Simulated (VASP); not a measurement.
# AlRu in VASP: notebook

Aim: see how the results for AlRu move with the level of theory and the settings. Levels: PBEsol, LDA. Tasks: single point.

Program: VASP 6.6.1. These are calculated values, not measurements. Logs are shortened: lines on timing, memory, paths and dates and some standing lists are left out, and cuts for length are marked.

## 1. The cell of the first run

The cell holds a wire with vacuum, 12 atoms: a = 12.600 Å, b = 13.500 Å, c = 4.959 Å, α = 90.00°, β = 90.00°, γ = 90.00°.

## 2. Single point, PBEsol

INCAR reads:

```
  PREC = Accurate
  ENCUT = 520
  EDIFF = 1E-7
  ISMEAR = 0
  SIGMA = 0.05
  LREAL = False
  LASPH = True
  NELM = 80
  ALGO = Normal
  ISIF = 2
  LWAVE = False
  LCHARG = True
  GGA = PS
  LELF = True
  LVHAR = True
  NBANDS = 63
```

KPOINTS reads:

```
Automatic mesh
0
Gamma
  1 1 11
```

POSCAR reads:

```
AlRu
1.0
   12.6000000000      0.0000000000      0.0000000000
    0.0000000000     13.5000000000      0.0000000000
    0.0000000000      0.0000000000      4.9587388098
Al Ru
6 6
Direct
    0.3718745000      0.3244653912      0.0038982702
    0.3718745000      0.6755346088      0.0038982702
    0.6265640238      0.5000000000      0.0256598355
    0.5621621540      0.3218089493      0.2712300057
    0.5621621540      0.6781910507      0.2712300057
    0.4163666393      0.5000000000      0.7713862589
    0.4327428741      0.5000000000      0.2674866300
    0.3806191731      0.3468712368      0.4988929066
    0.3806191731      0.6531287632      0.4988929066
    0.6020999478      0.5000000000      0.5121866188
    0.5500198586      0.3535713732      0.7709524792
    0.5500198586      0.6464286268      0.7709524792
```

Potentials or basis: VASP PAW PBE potentials, release 64 (Al, Ru_pv).

Command:

```bash
> cat potpaw_PBE.64/Al/POTCAR potpaw_PBE.64/Ru_pv/POTCAR > POTCAR
> mpirun -np 1 vasp_std > vasp.out
```

OUTCAR:

```text
PREC = Accurate
   ENCUT = 520
   EDIFF = 1E-7
   ISMEAR = 0
   LREAL = False
   LASPH = True
   NELM = 80
   ISIF = 2
   GGA = PS

 ion  position               nearest neighbor table
   1  0.372  0.324  0.004-   8 2.48   8 2.52  11 2.55   6 2.69   4 2.74   7 2.81
   2  0.372  0.676  0.004-   9 2.48   9 2.52  12 2.55   6 2.69   5 2.74   7 2.81
   3  0.627  0.500  0.026-  10 2.43  11 2.54  12 2.54  10 2.56   7 2.72   5 2.82   4 2.82   6 2.93

   4  0.562  0.322  0.271-  11 2.52  11 2.52   8 2.57  10 2.73   1 2.74   3 2.82   7 2.91
   5  0.562  0.678  0.271-  12 2.52  12 2.52   9 2.57  10 2.73   2 2.74   3 2.82   7 2.91
   6  0.416  0.500  0.771-   7 2.47   7 2.51   9 2.51   8 2.51  12 2.60  11 2.60  10 2.67   2 2.69
                             1 2.69   3 2.93
   7  0.433  0.500  0.267-   8 2.45   9 2.45  10 2.45   6 2.47   6 2.51   3 2.72   2 2.81   1 2.81
                             4 2.91   5 2.91
   8  0.381  0.347  0.499-   7 2.45   1 2.48   6 2.51   1 2.52  11 2.53   4 2.57
   9  0.381  0.653  0.499-   7 2.45   2 2.48   6 2.51   2 2.52  12 2.53   5 2.57
  10  0.602  0.500  0.512-   3 2.43  11 2.45  12 2.45   7 2.45   3 2.56   6 2.67   4 2.73   5 2.73

  11  0.550  0.354  0.771-  10 2.45   4 2.52   4 2.52   8 2.53   3 2.54   1 2.55   6 2.60
  12  0.550  0.646  0.771-  10 2.45   5 2.52   5 2.52   9 2.53   3 2.54   2 2.55   6 2.60

  LATTYP: Found a simple orthorhombic cell.
 ALAT       =     4.9587388098
 B/A-ratio  =     2.5409686784
 C/A-ratio  =     2.7224664411

  Lattice vectors:

 A1 = (   0.0000000000,   0.0000000000,   4.9587388098)
 A2 = (  12.6000000000,   0.0000000000,   0.0000000000)
 A3 = (   0.0000000000,  13.5000000000,   0.0000000000)

Analysis of symmetry for initial positions (statically):
=====================================================================
 Subroutine PRICEL returns:
 Original cell was already a primitive cell.

 Routine SETGRP: Setting up the symmetry group for a
 simple orthorhombic supercell.

 Subroutine GETGRP returns: Found  2 space group operations
 (whereof  2 operations were pure point group operations)
 out of a pool of  8 trial point group operations.

The static configuration has the point symmetry C_1h.

Analysis of symmetry for dynamics (positions and initial velocities):
=====================================================================
 Subroutine PRICEL returns:
 Original cell was already a primitive cell.

 Routine SETGRP: Setting up the symmetry group for a
 simple orthorhombic supercell.

 Subroutine GETGRP returns: Found  2 space group operations
 (whereof  2 operations were pure point group operations)
 out of a pool of  8 trial point group operations.

The dynamic configuration has the point symmetry C_1h.

 Subroutine INISYM returns: Found  2 space group operations
 (whereof  2 operations are pure point group operations),
 and found     1 'primitive' translations

----------------------------------------------------------------------------------------

                                     Primitive cell

  volume of cell :     843.4815

  direct lattice vectors                    reciprocal lattice vectors
    12.600000000  0.000000000  0.000000000     0.079365079  0.000000000  0.000000000
     0.000000000 13.500000000  0.000000000     0.000000000  0.074074074  0.000000000
     0.000000000  0.000000000  4.958738810     0.000000000  0.000000000  0.201664181

  length of vectors
    12.600000000 13.500000000  4.958738810     0.079365079  0.074074074  0.201664181

  position of ions in fractional coordinates (direct lattice)
     0.371874500  0.324465391  0.003898270
     0.371874500  0.675534609  0.003898270
     0.626564024  0.500000000  0.025659836
     0.562162154  0.321808949  0.271230006
     0.562162154  0.678191051  0.271230006
     0.416366639  0.500000000  0.771386259
     0.432742874  0.500000000  0.267486630
     0.380619173  0.346871237  0.498892907
     0.380619173  0.653128763  0.498892907
     0.602099948  0.500000000  0.512186619
     0.550019859  0.353571373  0.770952479
     0.550019859  0.646428627  0.770952479

  ion indices of the primitive-cell ions
   primitive index   ion index
                 1           1
                 2           2
                 3           3
                 4           4
                 5           5
                 6           6
                 7           7
                 8           8
                 9           9
                10          10
                11          11
                12          12

----------------------------------------------------------------------------------------

 KPOINTS: Automatic mesh

Automatic generation of k-mesh.
 Grid dimensions read from file:
 generate k-points for:    1    1   11

 Generating k-lattice:

  Cartesian coordinates                     Fractional coordinates (reciprocal lattice)
     0.079365079  0.000000000  0.000000000     1.000000000  0.000000000  0.000000000
     0.000000000  0.074074074  0.000000000     0.000000000  1.000000000  0.000000000
     0.000000000  0.000000000  0.018333107     0.000000000  0.000000000  0.090909091

  Length of vectors
     0.079365079  0.074074074  0.018333107

  Shift w.r.t. Gamma in fractional coordinates (k-lattice)
     0.000000000  0.000000000  0.000000000

 Subroutine IBZKPT returns following result:
 ===========================================

 Found      6 irreducible k-points:

 Following reciprocal coordinates:
            Coordinates               Weight
  0.000000  0.000000  0.000000      1.000000
  0.000000  0.000000  0.090909      2.000000
  0.000000  0.000000  0.181818      2.000000
  0.000000  0.000000  0.272727      2.000000
  0.000000  0.000000  0.363636      2.000000
  0.000000  0.000000  0.454545      2.000000
   k-points           NKPTS =      6   k-points in BZ     NKDIM =      6   number of bands    NBANDS=     63
   number of dos      NEDOS =    301   number of ions     NIONS =     12
   total plane-waves  NPLWV = 384000
   dimension x,y,z NGX =    96 NGY =  100 NGZ =   40
   dimension x,y,z NGXF=   192 NGYF=  200 NGZF=   80
   ions per type =               6   6
   NGX,Y,Z   is equivalent  to a cutoff of  12.67, 12.31, 13.41 a.u.
   NGXF,Y,Z  is equivalent  to a cutoff of  25.33, 24.63, 26.82 a.u.
 SYSTEM =  unknown system
   PREC   = accura    normal or accurate (medium, high low for compatibility)
   ISTART =      0    job   : 0-new  1-cont  2-samecut
   ICHARG =      2    charge: 1-file 2-atom 10-const
   ISPIN  =      1    spin polarized calculation?
   LNONCOLLINEAR =      F non collinear calculations
   LSORBIT =      F    spin-orbit coupling
   LASPH  =      T    aspherical Exc in radial PAW
   ENCUT  =  520.0 eV  38.22 Ry    6.18 a.u.  23.43 25.10  9.22*2*pi/ulx,y,z
   NELM   =     80;   NELMIN=  2; NELMDL= -5     # of ELM steps
   EDIFF  = 0.1E-06   stopping-criterion for ELM
   LREAL  =      F    real-space projection
   EDIFFG = 0.1E-05   stopping-criterion for IOM
   NSW    =      0    number of steps for IOM
   IBRION =     -1    ionic relax: 0-MD 1-quasi-New 2-CG
   NFREE  =      0    steps in history (QN), initial steepest desc. (CG)
   ISIF   =      2    stress and relaxation
   ISYM   =      2    0-nonsym 1-usesym 2-fastsym
   POTIM  = 0.5000    time-step for ionic-motion
   TEBEG  =    0.0;   TEEND  =   0.0 temperature during run
   PSTRESS=    0.0 pullay stress
   NELECT =     102.0000    total number of electrons
   NUPDOWN=      -1.0000    fix difference up-down
   EMIN   =  10.00;   EMAX   =-10.00  energy-range for DOS
   EFERMI =   0.00;   METHOD = LEGACY
   ISMEAR =     0;   SIGMA  =   0.05  broadening in eV -4-tet -1-fermi 0-gaus
   EFERMI_NEDOS =   21; number of points for ismear=-14 and -15
   IALGO  =     38    algorithm
   IMIX   =      4    mixing-type and parameters
     AMIX     =   0.40;   BMIX     =  1.00
     AMIX_MAG =   1.60;   BMIX_MAG =  1.00
  volume/ion in A,a.u.               =      70.29       474.34
  Fermi-wavevector in a.u.,A,eV,Ry     =   0.809561  1.529849  8.917114  0.655389
  Thomas-Fermi vector in A             =   1.918575
   LORBIT       =      0    0 simple, 1 ext, 2 COOP (PROOUT), +10 PAW based schemes
   GGA     = PS    functional components
   LHFCALC =     F    Hartree Fock is set to
   AEXX    =    0.0000 exact exchange contribution
   IVDW    =     0    specifies the selected vdW correction
   LEPSILON=     F    determine dielectric tensor
   LRPA    =     F    only Hartree local field effects (RPA)
 non-spin polarized calculation
 Gauss-broadening in eV      SIGMA  =   0.05
  energy-cutoff  :      520.00
  volume of cell :      843.48
 maximum number of plane-waves:     22740
 NGX is ok and might be reduce to    96
   NGX = 47   NGY = 51   NGZ = 19

 number of electron     101.9999998 magnetization

 Free energy of the ion-electron system (eV)
  ---------------------------------------------------
  ext. energy  EPLUGINS =         0.00000000
  ---------------------------------------------------
  free energy    TOTEN  =       -75.10733758 eV

  energy without entropy =      -75.08408891  energy(sigma->0) =      -75.09571325

 E-fermi :  -1.4647     XC(G=0):  -3.8946

 val. band max:       -1.4752635045   @ k =   0.0000   0.0000   0.4545
 cond. band min:      -1.4641948772   @ k =   0.0000   0.0000   0.3636
 fundamental gap:      0.0110686273
 Fermi energy:        -1.4646671766

 k-point     1 :       0.0000    0.0000    0.0000
  band No.  band energies     occupation
      1     -44.4729      2.00000
      2     -44.4614      2.00000
      3     -44.2938      2.00000
      4     -44.2800      2.00000
      5     -44.0933      2.00000
      6     -43.9085      2.00000
[... 55 lines left out ...]
     62       0.6510      0.00000
     63       1.2522      0.00000

 k-point     2 :       0.0000    0.0000    0.0909
  band No.  band energies     occupation
      1     -44.4730      2.00000
      2     -44.4615      2.00000
      3     -44.2940      2.00000
      4     -44.2799      2.00000
      5     -44.0934      2.00000
      6     -43.9085      2.00000
[... 319 lines left out ...]
     62       1.2434      0.00000
     63       1.4994      0.00000

------------------------ aborting loop because EDIFF is reached ----------------------------------------

  FORCE on cell =-STRESS in cart. coord.  units (eV):
  Direction    XX          YY          ZZ          XY          YZ          ZX
  --------------------------------------------------------------------------------------
  -------------------------------------------------------------------------------------
  Total        0.0495980      0.1290541      0.0387050      0.0000000      0.0000000     -0.0181948
  in kB        0.0942105      0.2451359      0.0735194      0.0000000      0.0000000     -0.0345608
  external PRESSURE =       0.1376219 kB  Pullay stress =       0.0000000 kB

 VOLUME and BASIS-vectors are now :
 -----------------------------------------------------------------------------
  energy-cutoff  :      520.00
  volume of cell :      843.48
      direct lattice vectors                 reciprocal lattice vectors
    12.600000000  0.000000000  0.000000000     0.079365079  0.000000000  0.000000000
     0.000000000 13.500000000  0.000000000     0.000000000  0.074074074  0.000000000
     0.000000000  0.000000000  4.958738810     0.000000000  0.000000000  0.201664181

 POSITION                                       TOTAL-FORCE (eV/Angst)
 -----------------------------------------------------------------------------------
      4.68562      4.38028      0.01933        -0.002434     -0.006215     -0.002516
      4.68562      9.11972      0.01933        -0.002434      0.006215     -0.002516
      7.89471      6.75000      0.12724        -0.005144      0.000000      0.006946
      7.08324      4.34442      1.34496         0.005332     -0.004379      0.010132
      7.08324      9.15558      1.34496         0.005332      0.004379      0.010132
      5.24622      6.75000      3.82510         0.001051      0.000000     -0.002550
      5.45256      6.75000      1.32640        -0.028494      0.000000     -0.017647
      4.79580      4.68276      2.47388        -0.013485     -0.011733      0.015223
      4.79580      8.81724      2.47388        -0.013485      0.011733      0.015223
      7.58646      6.75000      2.53980         0.031230      0.000000     -0.010073
      6.93025      4.77321      3.82295         0.011266     -0.028581     -0.011177
      6.93025      8.72679      3.82295         0.011266      0.028581     -0.011177
 -----------------------------------------------------------------------------------
    total drift:                                0.000112     -0.000000     -0.001481

  FREE ENERGIE OF THE ION-ELECTRON SYSTEM (eV)
  ---------------------------------------------------
  free  energy   TOTEN  =       -75.1073375807 eV

  energy  without entropy=      -75.0840889127  energy(sigma->0) =      -75.09571325
```

Run time: 12 min. Hardware: 1 thread of Intel Xeon 6975P-C, shared host; peak memory 0.88 GiB.

What came out:

| Property | Result |
| --- | --- |
| Free energy | -75.1073 eV |
| Largest force | 0.034 eV/Å |
| Band gap on the k mesh | zero (band 51 reaches -1.32 eV, above the bottom of band 52 at -1.54 eV) |

Forces in eV/Å, atoms in the order of the input:
```
Al  -0.002 -0.006 -0.003
Al  -0.002  0.006 -0.003
Al  -0.005  0.000  0.007
Al   0.005 -0.004  0.010
Al   0.005  0.004  0.010
Al   0.001  0.000 -0.003
Ru  -0.028  0.000 -0.018
Ru  -0.013 -0.012  0.015
Ru  -0.013  0.012  0.015
Ru   0.031  0.000 -0.010
Ru   0.011 -0.029 -0.011
Ru   0.011  0.029 -0.011
```

Caveat: the PAW data sets were made with another functional, which shifts forces and pressure a little.

## 3. Single point, LDA

INCAR reads:

```
ALGO = Normal
EDIFF = 1E-6
ENCUT = 520
GGA = CA
ISIF = 2
ISMEAR = 0
LASPH = T
LCHARG = F
LREAL = F
LWAVE = F
NBANDS = 63
NELM = 80
PREC = Accurate
SIGMA = 0.05
```

KPOINTS reads:

```
k-points
0
Gamma
  1 1 11
```

POSCAR is that of step 2.

Potentials or basis: VASP PAW LDA potentials, release 64 (Al, Ru_pv).

Command:

```bash
> cat potpaw_LDA.64/Al/POTCAR potpaw_LDA.64/Ru_pv/POTCAR > POTCAR
> mpirun -np 1 vasp_std > vasp.out
```

Wall time 11 min (1 thread of Intel Xeon 6975P-C, shared host); peak memory 0.67 GiB.

Results (log left out):

```yaml
Free_energy: -78.4994 eV
Largest_force: 0.356 eV/Å
Band_gap_on_the_k_mesh: zero (band 51 reaches -1.48 eV, above the bottom of band 52 at -1.69 eV)
```

Forces on the atoms (eV/Å):
```
Al   0.102  0.081 -0.006
Al   0.102 -0.081 -0.006
Al  -0.146  0.000 -0.004
Al  -0.097  0.110  0.032
Al  -0.097 -0.110  0.032
Al   0.088  0.000 -0.042
Ru   0.043  0.000  0.065
Ru   0.289  0.207  0.003
Ru   0.289 -0.207  0.003
Ru  -0.258  0.000  0.004
Ru  -0.158  0.210 -0.041
Ru  -0.158 -0.210 -0.041
```

Levels at points of the mesh, in eV from the Fermi level:
```tsv
k point	band 49	band 50	band 51	band 52	band 53	band 54
(0.00, 0.00, 0.00)	-0.41	-0.38	-0.34	-0.08	0.22	0.34
```

## 4. Single point, PBEsol

This run uses another cell than the first one, of 73.08 Å³/atom, 1.040 times its volume.

INCAR reads:

```
SYSTEM = AlRu
ALGO     = Normal         ! electronic algorithm
EDIFF    = 1E-6           ! SCF threshold, eV
ENCUT    = 520            ! plane-wave cutoff, eV
GGA      = PS             ! functional
ISIF     = 2              ! what is computed and relaxed
ISMEAR   = 0              ! smearing method
LASPH    = .TRUE.         ! aspherical terms in the spheres
LCHARG   = .TRUE.         ! write CHGCAR
LELF     = .TRUE.         ! ELF
LREAL    = .FALSE.        ! projectors in reciprocal space
LVHAR    = .TRUE.       
LWAVE    = .FALSE.        ! write WAVECAR
NBANDS   = 63             ! bands
NELM     = 100            ! most SCF steps
PREC     = Accurate       ! precision mode
SIGMA    = 0.05           ! smearing width, eV
```

KPOINTS reads:

```
k-points
0
G
  1 1 11
  0 0 0
```

POSCAR reads:

```
AlRu
1.0
   12.6000000000      0.0000000000      0.0000000000
    0.0000000000     13.5000000000      0.0000000000
    0.0000000000      0.0000000000      5.1552895715
Al Ru
6 6
Direct
    0.3553436423      0.3441008775      0.0000000000
    0.3553436423      0.6558991225      0.0000000000
    0.6446563577      0.5000000000      0.0000000000
    0.5482187859      0.3441008775      0.3333333333
    0.5482187859      0.6558991225      0.3333333333
    0.4517812141      0.5000000000      0.6666666667
    0.4517812141      0.5000000000      0.1666666667
    0.3553436423      0.3441008775      0.5000000000
    0.3553436423      0.6558991225      0.5000000000
    0.6446563577      0.5000000000      0.5000000000
    0.5482187859      0.3441008775      0.8333333333
    0.5482187859      0.6558991225      0.8333333333
```

Potentials or basis: VASP PAW PBE potentials, release 64 (Al, Ru_pv).

Command:

```bash
> cat potpaw_PBE.64/Al/POTCAR potpaw_PBE.64/Ru_pv/POTCAR > POTCAR
> mpirun -np 1 vasp_std > vasp.out
```

It took 13 min on 1 thread of Intel Xeon 6975P-C, shared host; peak memory 0.84 GiB.

It converged, with:

* Free energy: -72.7652 eV
* Largest force: 2.011 eV/Å
* Band gap on the k mesh: zero (band 51 reaches -1.51 eV, above the bottom of band 52 at -1.57 eV)

Forces on the atoms (eV/Å):
```
Al   0.785  0.493 -0.040
Al   0.785 -0.493 -0.040
Al  -0.713  0.000  0.049
Al  -0.509  0.426 -0.033
Al  -0.509 -0.426 -0.033
Al  -0.430  0.000 -0.120
Ru  -0.943  0.000  0.885
Ru   1.820  0.798 -0.308
Ru   1.820 -0.798 -0.308
Ru  -1.132  0.000 -0.425
Ru  -0.487  0.876  0.186
Ru  -0.487 -0.876  0.186
```

Levels at points of the mesh, in eV from the Fermi level:
```tsv
k point	band 49	band 50	band 51	band 52	band 53	band 54
(0.00, 0.00, 0.00)	-0.26	-0.24	0.02	0.06	0.17	0.17
```

Caveat: the PAW data sets were made with another functional, which shifts forces and pressure a little.

## 5. The runs side by side

```csv
level,potentials or basis,cell,gap on the mesh (eV),largest force (eV/Å)
PBEsol,"VASP PAW PBE potentials, release 64 (Al, Ru_pv)","a = 12.600, b = 13.500, c = 4.959 Å, 12 atoms",none,0.03
LDA,"VASP PAW LDA potentials, release 64 (Al, Ru_pv)","a = 12.600, b = 13.500, c = 4.959 Å, 12 atoms",none,0.36
PBEsol,"VASP PAW PBE potentials, release 64 (Al, Ru_pv)","a = 12.600, b = 13.500, c = 5.155 Å, 12 atoms",none,2.01
```

Alike in all rows: task single point; no spin polarisation; k mesh 1 × 1 × 11; cutoff (eV) 520; smearing gaussian 0.05 eV.

Caveats: the PAW data sets were made with another functional, which shifts forces and pressure a little (some runs).

Total energies depend on the potentials used, so only differences within one code and one set of settings carry meaning.
